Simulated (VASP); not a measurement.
Input of a VASP 6.6.1 run:

File INCAR:

```
SYSTEM = Ru
ALGO     = Normal         ! electronic algorithm
EDIFF    = 1E-6           ! SCF threshold, eV
ENCUT    = 520            ! plane-wave cutoff, eV
GGA      = CA             ! functional
ISIF     = 2              ! what is computed and relaxed
ISMEAR   = -1             ! smearing method
LASPH    = .TRUE.         ! aspherical terms in the spheres
LCHARG   = .TRUE.         ! write CHGCAR
LELF     = .TRUE.         ! ELF
LREAL    = .FALSE.        ! projectors in reciprocal space
LVHAR    = .TRUE.       
LWAVE    = .FALSE.        ! write WAVECAR
NBANDS   = 21             ! bands
NELM     = 60             ! most SCF steps
PREC     = Accurate       ! precision mode
SIGMA    = 0.05           ! smearing width, eV
```

Contents of KPOINTS:

```
k-points
0
G
  11 11 6
  0 0 0
```

File POSCAR:

```
Ru
1.0
    2.6505640930      0.0000000000      0.0000000000
   -1.3252820465      2.2954558389      0.0000000000
    0.0000000000      0.0000000000      4.1944897589
Ru
2
Direct
    0.6666666667      0.3333333333      0.7500000000
    0.3333333333      0.6666666667      0.2500000000
```

Potentials or basis: VASP PAW LDA potentials, release 64 (Ru_pv).

Command:

```sh
$ cat potpaw_LDA.64/Ru_pv/POTCAR > POTCAR
$ mpirun -np 1 vasp_std > vasp.out
```

Estimate the pressure.

11.0 GPa.

Estimate the band gap on the k mesh.

zero (band 14 reaches 15.54 eV, above the bottom of band 15 at 12.14 eV).

Stress tensor (GPa, compression positive):
```
10.77  0.00  0.00
 0.00 10.77  0.00
 0.00  0.00 11.50
```
